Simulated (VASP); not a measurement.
A run of VASP 6.6.1 is set up as follows.

The input POSCAR:

```
RuAu
1.0
    3.1648100000      0.0000000000      0.0000000000
    0.0000000000      3.1648100000      0.0000000000
    0.0000000000      0.0000000000      3.1648100000
Ru Au
1 1
Direct
    0.0000000000      0.0000000000      0.0000000000
    0.5000000000      0.5000000000      0.5000000000
```

File INCAR.step1:

```
SYSTEM = RuAu
PREC = Accurate
ENCUT = 600
EDIFF = 1E-5
ISMEAR = -1
SIGMA = 0.05
LREAL = .FALSE.
LASPH = .TRUE.
NELM = 60
ALGO = Normal
LWAVE = .TRUE.
LCHARG = .FALSE.
GGA = PE
NBANDS = 20
```

The input INCAR.step2:

```
SYSTEM = RuAu
PREC = Accurate
ENCUT = 600
EDIFF = 1E-6
ISMEAR = -1
SIGMA = 0.05
LREAL = .FALSE.
LASPH = .TRUE.
NELM = 60
ALGO = Normal
ISIF = 3
LWAVE = .FALSE.
LCHARG = .FALSE.
GGA = PE
LHFCALC = .TRUE.
AEXX = 0.25
HFSCREEN = 0.3
PRECFOCK = Normal
IBRION = 2
NSW = 60
EDIFFG = -0.01
ISTART = 1
```

File KPOINTS:

```
Automatic mesh
0
G
  4 4 4
  0 0 0
```

Potentials or basis: VASP PAW PBE potentials, release 64 (Ru_pv, Au).

Command:

```bash
$ cat potpaw_PBE.64/Ru_pv/POTCAR potpaw_PBE.64/Au/POTCAR > POTCAR
$ cp INCAR.step1 INCAR
$ mpirun -np 1 vasp_std > vasp.out
$ cp INCAR.step2 INCAR
$ mpirun -np 1 vasp_std > vasp.out
```

Q: Estimate the relaxed volume.

A: 15.44 Å³/atom.

Q: What does it give for the band gap on the k mesh?

A: Zero (an odd number of electrons rules out a gap without spin polarisation).

Step by step:
```tsv
step	energy change (eV)	largest force (eV/Å)	pressure (GPa)	volume (Å³)
1	0.0000	0.0000	-5.73	31.70
2	0.0590	0.0000	14.95	29.17
3	-0.0154	0.0000	-0.08	30.88
```

Caveat: the k points lie up to 0.50 Å⁻¹ apart in the final cell, too coarse for converged energies and pressures of a metal; the PAW data sets were made with another functional, which shifts forces and pressure a little; spin-orbit coupling is left out, which moves the levels of the heavy elements.
